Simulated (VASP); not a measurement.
## AlNi3: single point with r2SCAN

AlNi3:

```
Al Ni
1.0
     0.00000    2.80189    2.80189
     2.80189    0.00000    2.80189
     2.80189    2.80189    0.00000
Al Ni
1 3
Direct
  0.50000 0.50000 0.50000
  0.25000 0.25000 0.25000
  0.00000 0.00000 0.00000
  0.75000 0.75000 0.75000
```

| Property | Result |
| --- | --- |
| Program | VASP 6.6.1 |
| Task | single point |
| Functional | r2SCAN |
| Potentials or basis | VASP PAW PBE potentials, release 64 (Al, Ni) |
| Cutoff | 520 eV |
| k mesh | 8 × 8 × 8 |
| Occupations | gaussian, width 0.1 eV |
| Spin | no spin polarisation |

| Quantity | Value |
| --- | --- |
| Pressure | 0.1 GPa |

Levels at points of the mesh, in eV from the Fermi level:
| k point | band 13 | band 14 | band 15 | band 16 | band 17 | band 18 | band 19 | band 20 |
| --- | --- | --- | --- | --- | --- | --- | --- | --- |
| (0.00, 0.00, 0.00) | -0.58 | -0.58 | -0.56 | -0.56 | 5.67 | 5.67 | 5.67 | 6.18 |
| (0.50, 0.00, 0.00) | -0.68 | -0.68 | -0.49 | -0.49 | -0.13 | 4.52 | 4.52 | 4.99 |
| (0.50, 0.50, 0.00) | -1.09 | -0.72 | -0.59 | -0.43 | -0.34 | -0.34 | -0.01 | 4.51 |

It took 2.8 min on 1 thread of Intel(R) Xeon(R) Platinum 8259CL CPU @ 2.50GHz (Skylake/Cascade Lake), on a shared host, peak memory 0.18 GiB.

Caveat: the PAW data sets were made with another functional, which shifts forces and pressure a little. Spin polarisation is off, so any magnetic state and its effect on volume and gap are missing.
